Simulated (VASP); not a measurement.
# Au (Im-3m) in VASP: further runs

The runs below take Au through single point, with PBE.

Everything below comes from runs of VASP 6.6.1. Logs are shortened: lines on timing, memory, paths and dates and some standing lists are left out, and cuts for length are marked.

## 1. The cell of the first run

Symmetry: Im-3m, No. 229, cubic system. The conventional cell has a = 3.306 Å, b = 3.306 Å, c = 3.306 Å, α = 90.00°, β = 90.00°, γ = 90.00°. Au (site symmetry m-3m) has 14 Au at 2.86 to 3.31 Å within 3.8 Å.

## 2. Single point, PBE

The input, INCAR:

```
SYSTEM = Au
ALGO = Normal
EDIFF = 1E-6
ENCUT = 500
GGA = PE
GGA_COMPAT = .FALSE.
ISIF = 2
ISMEAR = 0
LASPH = .TRUE.
LCHARG = .FALSE.
LREAL = .FALSE.
LWAVE = .FALSE.
NBANDS = 12
NELM = 120
PREC = Accurate
SIGMA = 0.05
```

The input, KPOINTS:

```
k-points
0
G
  18 18 18
  0 0 0
```

The input, POSCAR:

```
Au
1.0
   -1.6529778154      1.6529778154      1.6529778154
    1.6529778154     -1.6529778154      1.6529778154
    1.6529778154      1.6529778154     -1.6529778154
Au
1
Direct
    0.0000000000      0.0000000000      0.0000000000
```

Potentials or basis: VASP PAW PBE potentials, release 64 (Au).

Command:

```
cat potpaw_PBE.64/Au/POTCAR > POTCAR
mpirun -np 1 vasp_std > vasp.out
```

OUTCAR:

```text
SYSTEM = Au
   EDIFF = 1E-6
   ENCUT = 500
   GGA = PE
   ISIF = 2
   ISMEAR = 0
   LASPH = .TRUE.
   LREAL = .FALSE.
   NELM = 120
   PREC = Accurate

 ion  position               nearest neighbor table
   1  0.000  0.000  0.000-

  LATTYP: Found a body centered cubic cell.
 ALAT       =     3.3059556308

  Lattice vectors:

 A1 = (  -1.6529778154,   1.6529778154,   1.6529778154)
 A2 = (   1.6529778154,  -1.6529778154,   1.6529778154)
 A3 = (   1.6529778154,   1.6529778154,  -1.6529778154)

Analysis of symmetry for initial positions (statically):
=====================================================================
 Subroutine PRICEL returns:
 Original cell was already a primitive cell.

 Routine SETGRP: Setting up the symmetry group for a
 body centered cubic supercell.

 Subroutine GETGRP returns: Found 48 space group operations
 (whereof 48 operations were pure point group operations)
 out of a pool of 48 trial point group operations.

The static configuration has the point symmetry O_h .

Analysis of symmetry for dynamics (positions and initial velocities):
=====================================================================
 Subroutine PRICEL returns:
 Original cell was already a primitive cell.

 Routine SETGRP: Setting up the symmetry group for a
 body centered cubic supercell.

 Subroutine GETGRP returns: Found 48 space group operations
 (whereof 48 operations were pure point group operations)
 out of a pool of 48 trial point group operations.

The dynamic configuration has the point symmetry O_h .

 Subroutine INISYM returns: Found 48 space group operations
 (whereof 48 operations are pure point group operations),
 and found     1 'primitive' translations

----------------------------------------------------------------------------------------

                                     Primitive cell

  volume of cell :      18.0660

  direct lattice vectors                    reciprocal lattice vectors
    -1.652977815  1.652977815  1.652977815     0.000000000  0.302484398  0.302484398
     1.652977815 -1.652977815  1.652977815     0.302484398  0.000000000  0.302484398
     1.652977815  1.652977815 -1.652977815     0.302484398  0.302484398  0.000000000

  length of vectors
     2.863041560  2.863041560  2.863041560     0.427777539  0.427777539  0.427777539

[... 84 lines left out ...]
   ISIF   =      2    stress and relaxation
   ISYM   =      2    0-nonsym 1-usesym 2-fastsym
   POTIM  = 0.5000    time-step for ionic-motion
   TEBEG  =    0.0;   TEEND  =   0.0 temperature during run
   PSTRESS=    0.0 pullay stress
   NELECT =      11.0000    total number of electrons
   NUPDOWN=      -1.0000    fix difference up-down
   EMIN   =  10.00;   EMAX   =-10.00  energy-range for DOS
   EFERMI =   0.00;   METHOD = LEGACY
   ISMEAR =     0;   SIGMA  =   0.05  broadening in eV -4-tet -1-fermi 0-gaus
   EFERMI_NEDOS =   21; number of points for ismear=-14 and -15
   IALGO  =     38    algorithm
   IMIX   =      4    mixing-type and parameters
     AMIX     =   0.40;   BMIX     =  1.00
     AMIX_MAG =   1.60;   BMIX_MAG =  1.00
  volume/ion in A,a.u.               =      18.07       121.92
  Fermi-wavevector in a.u.,A,eV,Ry     =   1.387561  2.622110 26.195638  1.925325
  Thomas-Fermi vector in A             =   2.511770
   LORBIT       =      0    0 simple, 1 ext, 2 COOP (PROOUT), +10 PAW based schemes
   GGA     = PE    functional components
   LHFCALC =     F    Hartree Fock is set to
   AEXX    =    0.0000 exact exchange contribution
   IVDW    =     0    specifies the selected vdW correction
   LEPSILON=     F    determine dielectric tensor
   LRPA    =     F    only Hartree local field effects (RPA)
 non-spin polarized calculation
 Gauss-broadening in eV      SIGMA  =   0.05
  energy-cutoff  :      500.00
  volume of cell :       18.07
 maximum number of plane-waves:       470
 NGX is ok and might be reduce to    24
   NGX = 11   NGY = 11   NGZ = 11

 number of electron      10.9999999 magnetization

 Free energy of the ion-electron system (eV)
  ---------------------------------------------------
  ext. energy  EPLUGINS =         0.00000000
  ---------------------------------------------------
  free energy    TOTEN  =        -3.20089778 eV

  energy without entropy =       -3.20078423  energy(sigma->0) =       -3.20084100

 E-fermi :   8.5917     XC(G=0): -12.3730

 val. band max:        8.5547417253   @ k =   0.5000   0.5000   0.0556
 cond. band min:       8.6700529644   @ k =  -0.3333   0.3333   0.3333
 fundamental gap:      0.1153112391
 Fermi energy:         8.5917484992

 k-point     1 :       0.0000    0.0000    0.0000
  band No.  band energies     occupation
      1      -0.7127      2.00000
      2       3.9653      2.00000
      3       3.9653      2.00000
      4       3.9653      2.00000
      5       5.7253      2.00000
      6       5.7253      2.00000
      7      25.0368      0.00000
      8      25.0368      0.00000
      9      25.0368      0.00000
     10      31.8268      0.00000
     11      31.8268      0.00000
     12      31.8268      0.00000
[... 331 lines left out ...]
 k-point    24 :       0.3889    0.1111    0.0000
  band No.  band energies     occupation
      1       2.0502      2.00000
      2       3.0828      2.00000
      3       5.3358      2.00000
      4       5.6055      2.00000
      5       6.3307      2.00000
      6       8.7180      0.00036
      7      12.7609      0.00000
      8      20.1116      0.00000
      9      21.8194      0.00000
     10      29.2550      0.00000
     11      31.0598      0.00000
     12      31.1928      0.00000

 [... further k-points ...]

------------------------ aborting loop because EDIFF is reached ----------------------------------------

  FORCE on cell =-STRESS in cart. coord.  units (eV):
  Direction    XX          YY          ZZ          XY          YZ          ZX
  --------------------------------------------------------------------------------------
  -------------------------------------------------------------------------------------
  Total       -0.0944506     -0.0944506     -0.0944506      0.0000000     -0.0000000      0.0000000
  in kB       -8.3763347     -8.3763347     -8.3763347      0.0000000     -0.0000000      0.0000000
  external PRESSURE =      -8.3763347 kB  Pullay stress =       0.0000000 kB

 VOLUME and BASIS-vectors are now :
 -----------------------------------------------------------------------------
  energy-cutoff  :      500.00
  volume of cell :       18.07
      direct lattice vectors                 reciprocal lattice vectors
    -1.652977815  1.652977815  1.652977815     0.000000000  0.302484398  0.302484398
     1.652977815 -1.652977815  1.652977815     0.302484398  0.000000000  0.302484398
     1.652977815  1.652977815 -1.652977815     0.302484398  0.302484398  0.000000000

 POSITION                                       TOTAL-FORCE (eV/Angst)
 -----------------------------------------------------------------------------------
      0.00000      0.00000      0.00000         0.000000      0.000000      0.000000
 -----------------------------------------------------------------------------------
    total drift:                               -0.000000      0.000000      0.000000

  FREE ENERGIE OF THE ION-ELECTRON SYSTEM (eV)
  ---------------------------------------------------
  free  energy   TOTEN  =        -3.2008977802 eV

  energy  without entropy=       -3.2007842275  energy(sigma->0) =       -3.20084100
```

Run time: 12 s. Hardware: 1 thread of Intel Xeon Platinum 8559C (Emerald Rapids), shared host; peak memory 0.16 GiB.

Results:

```
Free energy : -3.2009 eV
Pressure    : -0.8 GPa
```

Caveat: spin-orbit coupling is left out, which moves the levels of the heavy elements.

## 3. Single point, PBE

This run uses another cell than the first one, of 17.99 Å³/atom, 0.996 times its volume.

The input, INCAR:

```
PREC = Accurate
ENCUT = 500
EDIFF = 1E-6
ISMEAR = 0
SIGMA = 0.05
LREAL = False
LASPH = True
NELM = 120
ALGO = Normal
ISIF = 2
LWAVE = False
LCHARG = False
GGA = PE
NBANDS = 12
GGA_COMPAT = False
```

The input, KPOINTS:

```
Automatic mesh
0
Gamma
  18 18 18
```

The input, POSCAR:

```
Au
1.0
   -1.6506174582      1.6506174582      1.6506174582
    1.6506174582     -1.6506174582      1.6506174582
    1.6506174582      1.6506174582     -1.6506174582
Au
1
Direct
    0.0000000000      0.0000000000      0.0000000000
```

Potentials or basis: VASP PAW PBE potentials, release 64 (Au).

Command:

```
cat potpaw_PBE.64/Au/POTCAR > POTCAR
mpirun -np 1 vasp_std > vasp.out
```

OUTCAR:

```text
PREC = Accurate
   ENCUT = 500
   EDIFF = 1E-6
   ISMEAR = 0
   LREAL = False
   LASPH = True
   NELM = 120
   ISIF = 2
   GGA = PE

 ion  position               nearest neighbor table
   1  0.000  0.000  0.000-

  LATTYP: Found a body centered cubic cell.
 ALAT       =     3.3012349164

  Lattice vectors:

 A1 = (  -1.6506174582,   1.6506174582,   1.6506174582)
 A2 = (   1.6506174582,  -1.6506174582,   1.6506174582)
 A3 = (   1.6506174582,   1.6506174582,  -1.6506174582)

Analysis of symmetry for initial positions (statically):
=====================================================================
 Subroutine PRICEL returns:
 Original cell was already a primitive cell.

 Routine SETGRP: Setting up the symmetry group for a
 body centered cubic supercell.

 Subroutine GETGRP returns: Found 48 space group operations
 (whereof 48 operations were pure point group operations)
 out of a pool of 48 trial point group operations.

The static configuration has the point symmetry O_h .

Analysis of symmetry for dynamics (positions and initial velocities):
=====================================================================
 Subroutine PRICEL returns:
[... 161 lines left out ...]
 Fermi energy:         8.6535871470

 k-point     1 :       0.0000    0.0000    0.0000
  band No.  band energies     occupation
      1      -0.6885      2.00000
      2       4.0105      2.00000
      3       4.0105      2.00000
      4       4.0105      2.00000
      5       5.7829      2.00000
      6       5.7829      2.00000
      7      25.1064      0.00000
      8      25.1064      0.00000
      9      25.1064      0.00000
     10      31.9706      0.00000
     11      31.9706      0.00000
     12      31.9706      0.00000
[... 331 lines left out ...]
 k-point    24 :       0.3889    0.1111    0.0000
  band No.  band energies     occupation
      1       2.0821      2.00000
      2       3.1212      2.00000
      3       5.3883      2.00000
      4       5.6621      2.00000
      5       6.3915      2.00000
      6       8.7840      0.00023
      7      12.8483      0.00000
      8      20.1986      0.00000
      9      21.9079      0.00000
     10      29.3686      0.00000
     11      31.1552      0.00000
     12      31.3157      0.00000

 [... further k-points ...]
[... 5 lines left out ...]
  --------------------------------------------------------------------------------------
  -------------------------------------------------------------------------------------
  Total       -0.0280940     -0.0280940     -0.0280940      0.0000000      0.0000000      0.0000000
  in kB       -2.5022198     -2.5022198     -2.5022198      0.0000000      0.0000000      0.0000000
  external PRESSURE =      -2.5022198 kB  Pullay stress =       0.0000000 kB

 VOLUME and BASIS-vectors are now :
 -----------------------------------------------------------------------------
  energy-cutoff  :      500.00
  volume of cell :       17.99
      direct lattice vectors                 reciprocal lattice vectors
    -1.650617458  1.650617458  1.650617458     0.000000000  0.302916946  0.302916946
     1.650617458 -1.650617458  1.650617458     0.302916946  0.000000000  0.302916946
     1.650617458  1.650617458 -1.650617458     0.302916946  0.302916946  0.000000000

 POSITION                                       TOTAL-FORCE (eV/Angst)
 -----------------------------------------------------------------------------------
      0.00000      0.00000      0.00000        -0.000000     -0.000000      0.000000
 -----------------------------------------------------------------------------------
    total drift:                                0.000000      0.000000     -0.000000

  FREE ENERGIE OF THE ION-ELECTRON SYSTEM (eV)
  ---------------------------------------------------
  free  energy   TOTEN  =        -3.2011049437 eV

  energy  without entropy=       -3.2009951114  energy(sigma->0) =       -3.20105003
```

It took 12 s on 1 thread of Intel Xeon Platinum 8559C (Emerald Rapids), shared host; peak memory 0.17 GiB.

What came out:

- Free energy: -3.2011 eV
- Pressure: -0.3 GPa

Levels at points of the mesh, in eV from the Fermi level:
```
           k point  band 3  band 4  band 5  band 6  band 7  band 8  band 9  band 10
(0.00, 0.00, 0.00)   -4.64   -4.64   -2.87   -2.87   16.45   16.45   16.45    23.32
(0.50, 0.00, 0.00)   -3.01   -2.69   -1.47   -0.45    3.21   12.30   13.50    21.02
(0.50, 0.50, 0.50)   -1.82   -1.82   -1.82    6.20    6.20    6.20    9.05    15.39
```

Caveat: spin-orbit coupling is left out, which moves the levels of the heavy elements.
